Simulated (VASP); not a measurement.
Al3BSb2:

```xyz
6
Lattice="3.7200 0.0000 0.0000 -1.8600 3.2216 0.0000 0.0000 0.0000 9.1100" Properties=species:S:1:pos:R:3 pbc="T T T"
Al    0.0000    2.1477    1.5186
Al    1.8600    1.0739    7.5914
Al    0.0000    0.0000    4.5550
B     0.0000    0.0000    0.0000
Sb    1.8600    1.0739    3.0364
Sb    0.0000    2.1477    6.0736
```

```yaml
Program: VASP 6.6.1
Task: relaxation of cell and atoms
Functional: PBE
Potentials_or_basis: VASP PAW PBE potentials, release 64 (Al, B, Sb)
Cutoff: 600 eV
k_mesh: 5 × 5 × 2
Occupations: gaussian, width 0.2 eV
Spin: no spin polarisation
```

At the start: pressure 12.4 GPa; volume 18.20 Å³/atom.

Q: How do energy, volume and symmetry change on relaxing?

A: Over 17 steps the energy falls by 587.5 meV/atom and the volume is 18.94 Å³/atom (+4.1 %); space group P-3m1 (No. 164, to 0.05 Å).

Step by step:
```tsv
step	energy change (eV)	largest force (eV/Å)	pressure (GPa)	volume (Å³)
1	0.0000	3.4975	12.36	109.18
2	-1.1344	1.5956	-5.54	132.90
3	-1.1568	1.7960	-3.99	129.31
4	-1.7388	1.7017	-3.87	125.21
5	-3.1651	0.8063	0.34	113.19
6	6.7239	9.9860	59.27	90.42
7	-3.2563	0.8169	1.63	111.66
8	-3.2652	0.8202	2.29	110.95
9	-3.3951	0.4993	-0.78	115.52
10	-3.4049	0.5534	-1.24	116.47
11	-3.4059	0.6680	-2.16	118.34
12	-3.3818	0.6867	0.93	113.86
13	-3.4554	0.6725	-1.02	116.49
14	-3.5186	0.2473	0.52	113.30
15	-3.5208	0.1219	0.90	112.60
16	-3.5191	0.2414	-0.89	114.85
17	-3.5252	0.0520	0.06	113.62
```

Final structure:
```xyz
6
Lattice="3.4789 0.0000 0.0000 -1.7395 3.0128 0.0000 0.0000 0.0000 10.8405" Properties=species:S:1:pos:R:3 pbc="T T T"
Al    0.0000    2.0085    0.9454
Al    1.7394    1.0043    9.8951
Al    0.0000    0.0000    5.4203
B     0.0000    0.0000    0.0000
Sb    1.7394    1.0043    3.3188
Sb    0.0000    2.0085    7.5217
```

Caveat: the k points lie up to 0.42 Å⁻¹ apart in the final cell; the relaxation stopped at a loose force limit of 0.08 eV/Å, so its end isn't a converged minimum.
